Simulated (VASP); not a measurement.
Input of a VASP 6.6.1 run:

INCAR

```
PREC     = Accurate       # precision mode
ENCUT    = 520            # plane-wave cutoff, eV
EDIFF    = 1E-7           # SCF threshold, eV
ISMEAR   = 0              # smearing method
SIGMA    = 0.1            # smearing width, eV
LREAL    = False          # projectors in reciprocal space
LASPH    = True           # aspherical terms in the spheres
NELM     = 100            # most SCF steps
ALGO     = Normal         # electronic algorithm
ISIF     = 2              # what is computed and relaxed
LWAVE    = False          # write WAVECAR
LCHARG   = False          # write CHGCAR
GGA      = PS             # functional
NBANDS   = 13             # bands
```

File KPOINTS:

```
Automatic mesh
0
Gamma
  16 16 16
```

File POSCAR:

```
HfH2
1.0
   -1.6969634873      1.6969634873      2.0088936953
    1.6969634873     -1.6969634873      2.0088936953
    1.6969634873      1.6969634873     -2.0088936953
Hf H
1 2
Direct
    0.0000000000      0.0000000000      0.0000000000
    0.7500000000      0.2500000000      0.5000000000
    0.2500000000      0.7500000000      0.5000000000
```

Potentials or basis: VASP PAW PBE potentials, release 64 (Hf_pv, H).

Launch:

```bash
$ cat potpaw_PBE.64/Hf_pv/POTCAR potpaw_PBE.64/H/POTCAR > POTCAR
$ mpirun -np 1 vasp_std > vasp.out
```

Estimate the pressure.

16.4 GPa.

Predict the band gap on the k mesh.

zero (band 6 reaches 6.84 eV, above the bottom of band 7 at 5.55 eV).

Stress tensor (GPa, compression positive):
```
16.33  0.00  0.00
 0.00 16.33  0.00
 0.00  0.00 16.50
```

Caveat: the PAW data sets were made with another functional, which shifts forces and pressure a little; spin-orbit coupling is left out, which moves the levels of the heavy elements.
